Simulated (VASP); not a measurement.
Wanted: the native input for a VASP 6.6.1 run.

```yaml
Task: single point
Functional: RPBE
Potentials_or_basis: VASP PAW PBE potentials, release 64 (Ni)
Cutoff: 520 eV
k_mesh: 15 × 15 × 15
Occupations: fermi-dirac, width 0.05 eV
Spin: collinear spin, ferromagnetic start
Starting_moments: "[0.661] μB"
Dipole_correction: no
Further_INCAR_settings: ALGO = Normal; EDIFF = 1e-07; NBANDS = 15
```

The structure of Ni lies in POSCAR:

```
Ni
1.0
    2.4457535692      0.0000000000      0.0000000000
    0.0000000000      2.4457535692      0.0000000000
    0.0000000000      0.0000000000      2.4457535692
Ni
1
Direct
    0.0000000000      0.0000000000      0.0000000000
```

This cell differs from its parent crystal: volume scaled by 1.12.

The input as run:

INCAR

```
SYSTEM = Ni
ALGO = Normal
EDIFF = 1E-7
ENCUT = 520
GGA = RP
ISIF = 2
ISMEAR = -1
ISPIN = 2
LASPH = .True.
LCHARG = .True.
LELF = .True.
LMAXMIX = 4
LORBIT = 11
LREAL = .False.
LVHAR = .True.
LWAVE = .False.
MAGMOM = 0.661
NBANDS = 15
NELM = 150
PREC = Accurate
SIGMA = 0.05
```

KPOINTS

```
k-points
0
Gamma
  15 15 15
  0 0 0
```

Potentials or basis: VASP PAW PBE potentials, release 64 (Ni).

Command:

```bash
$ cat potpaw_PBE.64/Ni/POTCAR > POTCAR
$ mpirun -np 1 vasp_std > vasp.out
```

Results of the run:

```
Pressure                                              : -9.9 GPa
Net moment                                            : 0.80 μB per cell
Site moments                                          : Ni +0.82 μB
Valence electrons inside the program's atomic spheres : Ni 9.05
```

Caveat: the PAW data sets were made with another functional, which shifts forces and pressure a little.

It took 74 s on 1 thread of Intel Xeon 8259CL, on a shared host, peak memory 0.15 GiB.
